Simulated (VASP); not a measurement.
Set up this calculation in VASP 6.6.1, as the native input.

* Task: single point
* Functional: PBE
* Potentials or basis: VASP PAW PBE potentials, release 64 (Na_pv, H)
* Cutoff: 520 eV
* k mesh: 8 × 8 × 8
* Occupations: fermi-dirac, width 0.02 eV
* Spin: no spin polarisation
* Dipole correction: no
* Further INCAR settings: ALGO = Normal; EDIFF = 1e-06; NBANDS = 11

The structure of NaH lies in POSCAR:

```
NaH
1.0
    0.0747913266      2.5969210614      2.5969210614
    2.5969210614      0.0747913266      2.5969210614
    2.6717123880      2.6717123880      0.0000000000
Na H
1 1
Direct
    0.0055743944      0.0055743944     -0.0055743944
    0.2444256056      0.2444256056      0.2555743944
```

This cell differs from its parent crystal: shear xy strain +5.8%.

These files were run (other wordings do the same):

INCAR

```
SYSTEM = NaH
PREC = Accurate
ENCUT = 520
EDIFF = 1E-6
ISMEAR = -1
SIGMA = 0.02
LREAL = .FALSE.
LASPH = .TRUE.
NELM = 80
ALGO = Normal
ISIF = 2
LWAVE = .FALSE.
LCHARG = .FALSE.
GGA = PE
NBANDS = 11
```

KPOINTS

```
regular mesh
0
G
  8 8 8
  0 0 0
```

Potentials or basis: VASP PAW PBE potentials, release 64 (Na_pv, H).

Launch:

```console
$ cat potpaw_PBE.64/Na_pv/POTCAR potpaw_PBE.64/H/POTCAR > POTCAR
$ mpirun -np 1 vasp_std > vasp.out
```

It gave:

```json
{
  "Pressure": "0.2 GPa",
  "Band gap on the k mesh": "3.46 eV (least direct gap 4.27 eV)"
}
```

Caveat: the cell differs from its parent crystal (shear xy strain +5.8%).

Run time: 13 s on 1 thread of Intel(R) Xeon(R) 6975P-C (Granite Rapids), with other jobs on the host, peak memory 0.16 GiB.
